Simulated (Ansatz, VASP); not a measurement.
# HgTe in VASP and in Ansatz

INCAR

```
ALGO = Normal ; EDIFF = 1E-6
ENCUT = 500 ; GGA_COMPAT = F
ISIF = 2 ; ISMEAR = 0
LASPH = T ; LCHARG = F
LREAL = F ; LWAVE = F
NBANDS = 16 ; NELM = 120
PREC = Accurate ; SIGMA = 0.05
```

KPOINTS

```
k-points
0
Gamma
  6 6 6
```

Contents of POSCAR:

```
HgTe
1.0
    3.6808063609      0.0000000000      0.0000000000
    0.0000000000      3.6808063609      0.0000000000
    0.0000000000      0.0000000000      3.6808063609
Hg Te
1 1
Direct
    0.0000000000      0.0000000000      0.0000000000
    0.5000000000      0.5000000000      0.5000000000
```

Input for Ansatz:

```yaml
crystal:
  lattice:
    - [3.6808063609, 0.0, 0.0]
    - [0.0, 3.6808063609, 0.0]
    - [0.0, 0.0, 3.6808063609]
  atoms:
    - { symbol: Hg, position: [0.0, 0.0, 0.0] }
    - { symbol: Te, position: [0.5, 0.5, 0.5] }
basis:
  ecutwfc: 420
kpoints:
  mp_grid: { grid: [6, 6, 6] }
hamiltonian:
  xc: lda
scf:
  occupations: { method: gaussian, width: 0.05 }
output:
  forces: true
  stress: true
  eigenvalues: true
```

Alike in both runs: task single point; functional LDA; k mesh 6 × 6 × 6; occupations gaussian, width 0.05 eV; no spin polarisation.

|  | VASP | Ansatz |
| --- | --- | --- |
| version | VASP 6.6.1 | Ansatz 0.2.0 |
| potentials or method | VASP PAW LDA potentials, release 64 (Hg, Te), cutoff 500 eV | scalar-relativistic, plane waves, PAW |
| valence electrons in the cell | 18 | 36 |

VASP gave:

```
gap on the k mesh at the Fermi level (eV) : none
pressure (GPa)                            : 0.3
```

Question: What did Ansatz give for the same quantities?

Answer: gap on the k mesh at the Fermi level (eV): none; pressure (GPa): -0.1.

LDA's correlation is that of Perdew and Zunger in VASP and of Perdew and Wang (1992) in Ansatz. A gap of «none» marks a metal or a gap that the smearing closes. VASP's potentials hold 18 valence electrons a cell and Ansatz's 36, so a difference there can come from the potentials and not from the codes.

Spin-orbit coupling is off throughout.
